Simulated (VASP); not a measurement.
# S in VASP: notebook

S is run at these levels: PBE; tasks: electric field gradients.

All numbers are computed with VASP 6.6.1; they aren't measurements. Logs are shortened: lines on timing, memory, paths and dates and some standing lists are left out, and cuts for length are marked.

### 1 The cell of the first run

The structure is cubic, space group Fd-3m (No. 227). Conventional cell: a = 5.540 Å, b = 5.540 Å, c = 5.540 Å, α = 90.00°, β = 90.00°, γ = 90.00°. Within 3.2 Å of S (site symmetry -43m) lie 4 S at 2.40 Å.

This isn't the form of S at room conditions, which is orthorhombic, of S8 rings.

### 2 Electric field gradients, PBE

The input, INCAR:

```
SYSTEM = S
PREC     = Accurate       ! precision mode
ENCUT    = 520            ! plane-wave cutoff, eV
EDIFF    = 1E-8           ! SCF threshold, eV
ISMEAR   = -1             ! smearing method
SIGMA    = 0.05           ! smearing width, eV
LREAL    = .False.        ! projectors in reciprocal space
LASPH    = .True.         ! aspherical terms in the spheres
NELM     = 60             ! most SCF steps
ALGO     = Normal         ! electronic algorithm
ISIF     = 2              ! what is computed and relaxed
LWAVE    = .False.        ! write WAVECAR
LCHARG   = .False.        ! write CHGCAR
GGA      = PE             ! functional
LEFG     = .True.       
NBANDS   = 13             ! bands
```

The input, KPOINTS:

```
Automatic mesh
0
Gamma
  9 9 9
  0 0 0
```

The input, POSCAR:

```
S
1.0
    0.0000000000      2.7698291284      2.7698291284
    2.7698291284      0.0000000000      2.7698291284
    2.7698291284      2.7698291284      0.0000000000
S
2
Direct
   -0.1250000000     -0.1250000000     -0.1250000000
    0.1250000000      0.1250000000      0.1250000000
```

Potentials or basis: VASP PAW PBE potentials, release 64 (S).

Command:

```console
cat potpaw_PBE.64/S/POTCAR > POTCAR
mpirun -np 1 vasp_std > vasp.out
```

OUTCAR:

```text
SYSTEM = S
   PREC = Accurate
   ENCUT = 520
   EDIFF = 1E-8
   ISMEAR = -1
   LREAL = .False.
   LASPH = .True.
   NELM = 60
   ISIF = 2
   GGA = PE

 ion  position               nearest neighbor table
   1  0.875  0.875  0.875-   2 2.40   2 2.40   2 2.40   2 2.40
   2  0.125  0.125  0.125-   1 2.40   1 2.40   1 2.40   1 2.40

  LATTYP: Found a face centered cubic cell.
 ALAT       =     5.5396582568

  Lattice vectors:

 A1 = (   0.0000000000,   2.7698291284,   2.7698291284)
 A2 = (   2.7698291284,   0.0000000000,   2.7698291284)
 A3 = (   2.7698291284,   2.7698291284,   0.0000000000)

Analysis of symmetry for initial positions (statically):
=====================================================================
 Subroutine PRICEL returns:
 Original cell was already a primitive cell.

 Routine SETGRP: Setting up the symmetry group for a
 face centered cubic supercell.

 Subroutine GETGRP returns: Found 48 space group operations
 (whereof 12 operations were pure point group operations)
 out of a pool of 48 trial point group operations.

The static configuration has the point symmetry D_3d.
 The point group associated with its full space group is O_h .

Analysis of symmetry for dynamics (positions and initial velocities):
=====================================================================
 Subroutine PRICEL returns:
 Original cell was already a primitive cell.

 Routine SETGRP: Setting up the symmetry group for a
 face centered cubic supercell.

 Subroutine GETGRP returns: Found 48 space group operations
 (whereof 12 operations were pure point group operations)
 out of a pool of 48 trial point group operations.

The dynamic configuration has the point symmetry D_3d.
 The point group associated with its full space group is O_h .

 Subroutine INISYM returns: Found 48 space group operations
 (whereof 12 operations are pure point group operations),
 and found     1 'primitive' translations

----------------------------------------------------------------------------------------

                                     Primitive cell

  volume of cell :      42.5000

  direct lattice vectors                    reciprocal lattice vectors
     0.000000000  2.769829128  2.769829128    -0.180516551  0.180516551  0.180516551
     2.769829128  0.000000000  2.769829128     0.180516551 -0.180516551  0.180516551
     2.769829128  2.769829128  0.000000000     0.180516551  0.180516551 -0.180516551

  length of vectors
     3.917129919  3.917129919  3.917129919     0.312663837  0.312663837  0.312663837

  position of ions in fractional coordinates (direct lattice)
     0.875000000  0.875000000  0.875000000
     0.125000000  0.125000000  0.125000000

  ion indices of the primitive-cell ions
   primitive index   ion index
                 1           1
                 2           2

----------------------------------------------------------------------------------------

 KPOINTS: Automatic mesh

Automatic generation of k-mesh.
 Grid dimensions read from file:
 generate k-points for:    9    9    9

 Generating k-lattice:

  Cartesian coordinates                     Fractional coordinates (reciprocal lattice)
    -0.020057395  0.020057395  0.020057395     0.111111111  0.000000000  0.000000000
     0.020057395 -0.020057395  0.020057395     0.000000000  0.111111111  0.000000000
     0.020057395  0.020057395 -0.020057395     0.000000000  0.000000000  0.111111111

  Length of vectors
     0.034740426  0.034740426  0.034740426

  Shift w.r.t. Gamma in fractional coordinates (k-lattice)
     0.000000000  0.000000000  0.000000000

 Subroutine IBZKPT returns following result:
 ===========================================

 Found     35 irreducible k-points:

[... 33 lines left out ...]
   NGX,Y,Z   is equivalent  to a cutoff of  12.73, 12.73, 12.73 a.u.
   NGXF,Y,Z  is equivalent  to a cutoff of  25.46, 25.46, 25.46 a.u.
 SYSTEM =  S
   PREC   = accura    normal or accurate (medium, high low for compatibility)
   ISTART =      0    job   : 0-new  1-cont  2-samecut
   ICHARG =      2    charge: 1-file 2-atom 10-const
   ISPIN  =      1    spin polarized calculation?
   LNONCOLLINEAR =      F non collinear calculations
   LSORBIT =      F    spin-orbit coupling
   LASPH  =      T    aspherical Exc in radial PAW
   ENCUT  =  520.0 eV  38.22 Ry    6.18 a.u.   7.28  7.28  7.28*2*pi/ulx,y,z
   NELM   =     60;   NELMIN=  2; NELMDL= -5     # of ELM steps
   EDIFF  = 0.1E-07   stopping-criterion for ELM
   LREAL  =      F    real-space projection
   EDIFFG = 0.1E-06   stopping-criterion for IOM
   NSW    =      0    number of steps for IOM
   IBRION =     -1    ionic relax: 0-MD 1-quasi-New 2-CG
   NFREE  =      0    steps in history (QN), initial steepest desc. (CG)
   ISIF   =      2    stress and relaxation
   ISYM   =      2    0-nonsym 1-usesym 2-fastsym
   POTIM  = 0.5000    time-step for ionic-motion
   TEBEG  =    0.0;   TEEND  =   0.0 temperature during run
   PSTRESS=    0.0 pullay stress
   NELECT =      12.0000    total number of electrons
   NUPDOWN=      -1.0000    fix difference up-down
   EMIN   =  10.00;   EMAX   =-10.00  energy-range for DOS
   EFERMI =   0.00;   METHOD = LEGACY
   ISMEAR =    -1;   SIGMA  =   0.05  broadening in eV -4-tet -1-fermi 0-gaus
   EFERMI_NEDOS =   21; number of points for ismear=-14 and -15
   IALGO  =     38    algorithm
   IMIX   =      4    mixing-type and parameters
     AMIX     =   0.40;   BMIX     =  1.00
     AMIX_MAG =   1.60;   BMIX_MAG =  1.00
  volume/ion in A,a.u.               =      21.25       143.40
  Fermi-wavevector in a.u.,A,eV,Ry     =   1.074003  2.029572 15.694089  1.153483
  Thomas-Fermi vector in A             =   2.209819
   LORBIT       =      0    0 simple, 1 ext, 2 COOP (PROOUT), +10 PAW based schemes
   GGA     = PE    functional components
   LHFCALC =     F    Hartree Fock is set to
   AEXX    =    0.0000 exact exchange contribution
   IVDW    =     0    specifies the selected vdW correction
   LEPSILON=     F    determine dielectric tensor
   LRPA    =     F    only Hartree local field effects (RPA)
 non-spin polarized calculation
  energy-cutoff  :      520.00
  volume of cell :       42.50
 maximum number of plane-waves:      1158
 NGX is ok and might be reduce to    30
   NGX = 15   NGY = 15   NGZ = 15

 number of electron      12.0000002 magnetization

 Free energy of the ion-electron system (eV)
  ---------------------------------------------------
  ext. energy  EPLUGINS =         0.00000000
  ---------------------------------------------------
  free energy    TOTEN  =        -6.12609713 eV

  energy without entropy =       -6.10687859  energy(sigma->0) =       -6.11648786

 E-fermi :   4.8823     XC(G=0):  -9.2974

 val. band max:        4.8591639592   @ k =  -0.4444   0.2222   0.0000
 cond. band min:       4.8951544714   @ k =   0.2222   0.0000   0.0000
 fundamental gap:      0.0359905122
 Fermi energy:         4.8823346160

 k-point     1 :       0.0000    0.0000    0.0000
  band No.  band energies     occupation
      1     -11.9159      2.00000
      2      -3.6357      2.00000
      3       0.5167      2.00000
      4       0.5167      2.00000
      5       0.5167      2.00000
      6       3.7331      2.00000
      7       3.7331      2.00000
      8       3.7331      2.00000
      9      10.5714      0.00000
     10      12.4429      0.00000
     11      12.4429      0.00000
     12      15.5201      0.00000
     13      15.5201      0.00000
[... 354 lines left out ...]
  band No.  band energies     occupation
      1      -9.5433      2.00000
      2      -8.3380      2.00000
      3      -1.3195      2.00000
      4      -1.3195      2.00000
      5       2.6230      2.00000
      6       2.7286      2.00000
      7       7.5630      0.00000
      8       7.5630      0.00000
      9      11.1131      0.00000
     10      12.6165      0.00000
     11      15.1100      0.00000
     12      15.1100      0.00000
     13      15.9230      0.00000

 [... further k-points ...]

------------------------ aborting loop because EDIFF is reached ----------------------------------------

  FORCE on cell =-STRESS in cart. coord.  units (eV):
  Direction    XX          YY          ZZ          XY          YZ          ZX
  --------------------------------------------------------------------------------------
  -------------------------------------------------------------------------------------
  Total        1.9275244      1.9275244      1.9275244      0.0000000      0.0000000     -0.0000000
  in kB       72.6643728     72.6643728     72.6643728      0.0000000      0.0000000     -0.0000000
  external PRESSURE =      72.6643728 kB  Pullay stress =       0.0000000 kB

 VOLUME and BASIS-vectors are now :
 -----------------------------------------------------------------------------
  energy-cutoff  :      520.00
  volume of cell :       42.50
      direct lattice vectors                 reciprocal lattice vectors
     0.000000000  2.769829128  2.769829128    -0.180516551  0.180516551  0.180516551
     2.769829128  0.000000000  2.769829128     0.180516551 -0.180516551  0.180516551
     2.769829128  2.769829128  0.000000000     0.180516551  0.180516551 -0.180516551

 POSITION                                       TOTAL-FORCE (eV/Angst)
 -----------------------------------------------------------------------------------
      4.84720      4.84720      4.84720        -0.000000     -0.000000     -0.000000
      0.69246      0.69246      0.69246         0.000000      0.000000      0.000000
 -----------------------------------------------------------------------------------
    total drift:                               -0.000000      0.000000      0.000000

  FREE ENERGIE OF THE ION-ELECTRON SYSTEM (eV)
  ---------------------------------------------------
  free  energy   TOTEN  =        -6.1260971260 eV

  energy  without entropy=       -6.1068785899  energy(sigma->0) =       -6.11648786

 Electric field gradients (V/A^2)
---------------------------------------------------------------------
 ion       V_xx      V_yy      V_zz      V_xy      V_xz      V_yz
---------------------------------------------------------------------
   1       0.000    -0.000    -0.000    -0.000    -0.000    -0.000
   2       0.000    -0.000    -0.000    -0.000    -0.000    -0.000
---------------------------------------------------------------------

 Electric field gradients after diagonalization (V/A^2)
 (convention: |V_zz| > |V_xx| > |V_yy|)
----------------------------------------------------------------------
 ion       V_xx      V_yy      V_zz     asymmetry (V_yy - V_xx)/ V_zz
----------------------------------------------------------------------
   1       0.000     0.000    -0.001       0.000
   2       0.000     0.000    -0.001       0.000
----------------------------------------------------------------------

           NMR quadrupolar parameters

 Cq : quadrupolar parameter    Cq=e*Q*V_zz/h
 eta: asymmetry parameters     (V_yy - V_xx)/ V_zz
 Q  : nuclear electric quadrupole moment in mb (millibarn)
----------------------------------------------------------------------
 ion       Cq(MHz)       eta       Q (mb)
----------------------------------------------------------------------
   1      -0.000       0.000       1.000
   2      -0.000       0.000       1.000
----------------------------------------------------------------------
```

Run time: 19 s. Hardware: 1 thread of Intel Xeon Platinum 8488C (Sapphire Rapids), shared host; peak memory 0.16 GiB.

What came out:

```
Free energy                             : -6.1261 eV
Pressure                                : 7.3 GPa
Band gap on the k mesh                  : zero (bands 6 and 7 overlap by 1.48 eV)
Largest electric field gradient by atom : zero within the noise of the run
```

Levels at points of the mesh, in eV from the Fermi level:
| k point | band 3 | band 4 | band 5 | band 6 | band 7 | band 8 | band 9 | band 10 |
| --- | --- | --- | --- | --- | --- | --- | --- | --- |
| (0.00, 0.00, 0.00) | -4.37 | -4.37 | -4.37 | -1.15 | -1.15 | -1.15 | 5.69 | 7.56 |

Caveat: the cell stands under pressure.

### 3 Electric field gradients, PBE

The input, INCAR:

```
  PREC = Accurate
  ENCUT = 520
  EDIFF = 1E-8
  ISMEAR = -1
  SIGMA = 0.05
  LREAL = False
  LASPH = True
  NELM = 100
  ALGO = Normal
  ISIF = 2
  LWAVE = False
  LCHARG = False
  GGA = PE
  LEFG = True
  NBANDS = 13
```

The input, KPOINTS:

```
regular mesh
0
Gamma
  9 9 9
```

POSCAR is that of step 2.

Potentials or basis: VASP PAW PBE potentials, release 64 (S).

Command:

```console
cat potpaw_PBE.64/S/POTCAR > POTCAR
mpirun -np 1 vasp_std > vasp.out
```

OUTCAR:

```text
PREC = Accurate
   ENCUT = 520
   EDIFF = 1E-8
   ISMEAR = -1
   LREAL = False
   LASPH = True
   NELM = 100
   ISIF = 2
   GGA = PE

 ion  position               nearest neighbor table
   1  0.875  0.875  0.875-   2 2.40   2 2.40   2 2.40   2 2.40
   2  0.125  0.125  0.125-   1 2.40   1 2.40   1 2.40   1 2.40

  LATTYP: Found a face centered cubic cell.
 ALAT       =     5.5396582568

  Lattice vectors:

 A1 = (   0.0000000000,   2.7698291284,   2.7698291284)
 A2 = (   2.7698291284,   0.0000000000,   2.7698291284)
 A3 = (   2.7698291284,   2.7698291284,   0.0000000000)

Analysis of symmetry for initial positions (statically):
=====================================================================
 Subroutine PRICEL returns:
 Original cell was already a primitive cell.

 Routine SETGRP: Setting up the symmetry group for a
 face centered cubic supercell.

 Subroutine GETGRP returns: Found 48 space group operations
 (whereof 12 operations were pure point group operations)
 out of a pool of 48 trial point group operations.

The static configuration has the point symmetry D_3d.
 The point group associated with its full space group is O_h .

Analysis of symmetry for dynamics (positions and initial velocities):
=====================================================================
 Subroutine PRICEL returns:
 Original cell was already a primitive cell.

 Routine SETGRP: Setting up the symmetry group for a
 face centered cubic supercell.

 Subroutine GETGRP returns: Found 48 space group operations
 (whereof 12 operations were pure point group operations)
 out of a pool of 48 trial point group operations.

The dynamic configuration has the point symmetry D_3d.
[... 530 lines left out ...]
      6       2.7286      2.00000
      7       7.5630      0.00000
      8       7.5630      0.00000
      9      11.1131      0.00000
     10      12.6165      0.00000
     11      15.1100      0.00000
     12      15.1100      0.00000
     13      15.9230      0.00000

 [... further k-points ...]

------------------------ aborting loop because EDIFF is reached ----------------------------------------

  FORCE on cell =-STRESS in cart. coord.  units (eV):
  Direction    XX          YY          ZZ          XY          YZ          ZX
  --------------------------------------------------------------------------------------
  -------------------------------------------------------------------------------------
  Total        1.9275244      1.9275244      1.9275244      0.0000000      0.0000000     -0.0000000
  in kB       72.6643728     72.6643728     72.6643728      0.0000000      0.0000000     -0.0000000
  external PRESSURE =      72.6643728 kB  Pullay stress =       0.0000000 kB

 VOLUME and BASIS-vectors are now :
 -----------------------------------------------------------------------------
  energy-cutoff  :      520.00
  volume of cell :       42.50
      direct lattice vectors                 reciprocal lattice vectors
     0.000000000  2.769829128  2.769829128    -0.180516551  0.180516551  0.180516551
     2.769829128  0.000000000  2.769829128     0.180516551 -0.180516551  0.180516551
     2.769829128  2.769829128  0.000000000     0.180516551  0.180516551 -0.180516551

 POSITION                                       TOTAL-FORCE (eV/Angst)
 -----------------------------------------------------------------------------------
      4.84720      4.84720      4.84720        -0.000000     -0.000000     -0.000000
      0.69246      0.69246      0.69246         0.000000      0.000000      0.000000
 -----------------------------------------------------------------------------------
    total drift:                               -0.000000      0.000000      0.000000

  FREE ENERGIE OF THE ION-ELECTRON SYSTEM (eV)
  ---------------------------------------------------
  free  energy   TOTEN  =        -6.1260971260 eV

  energy  without entropy=       -6.1068785899  energy(sigma->0) =       -6.11648786

 Electric field gradients (V/A^2)
---------------------------------------------------------------------
 ion       V_xx      V_yy      V_zz      V_xy      V_xz      V_yz
---------------------------------------------------------------------
   1       0.000    -0.000    -0.000    -0.000    -0.000    -0.000
   2       0.000    -0.000    -0.000    -0.000    -0.000    -0.000
---------------------------------------------------------------------

 Electric field gradients after diagonalization (V/A^2)
 (convention: |V_zz| > |V_xx| > |V_yy|)
----------------------------------------------------------------------
 ion       V_xx      V_yy      V_zz     asymmetry (V_yy - V_xx)/ V_zz
----------------------------------------------------------------------
   1       0.000     0.000    -0.001       0.000
   2       0.000     0.000    -0.001       0.000
----------------------------------------------------------------------

           NMR quadrupolar parameters

 Cq : quadrupolar parameter    Cq=e*Q*V_zz/h
 eta: asymmetry parameters     (V_yy - V_xx)/ V_zz
 Q  : nuclear electric quadrupole moment in mb (millibarn)
----------------------------------------------------------------------
 ion       Cq(MHz)       eta       Q (mb)
----------------------------------------------------------------------
   1      -0.000       0.000       1.000
   2      -0.000       0.000       1.000
----------------------------------------------------------------------
```

Run time: 21 s. Hardware: 1 thread of Intel Xeon Platinum 8488C (Sapphire Rapids), shared host; peak memory 0.16 GiB.

Results:

```
Free energy                             : -6.1261 eV
Pressure                                : 7.3 GPa
Band gap on the k mesh                  : zero (bands 6 and 7 overlap by 1.48 eV)
Largest electric field gradient by atom : zero within the noise of the run
```

Caveat: the cell stands under pressure.

[end of part 1 of 2]
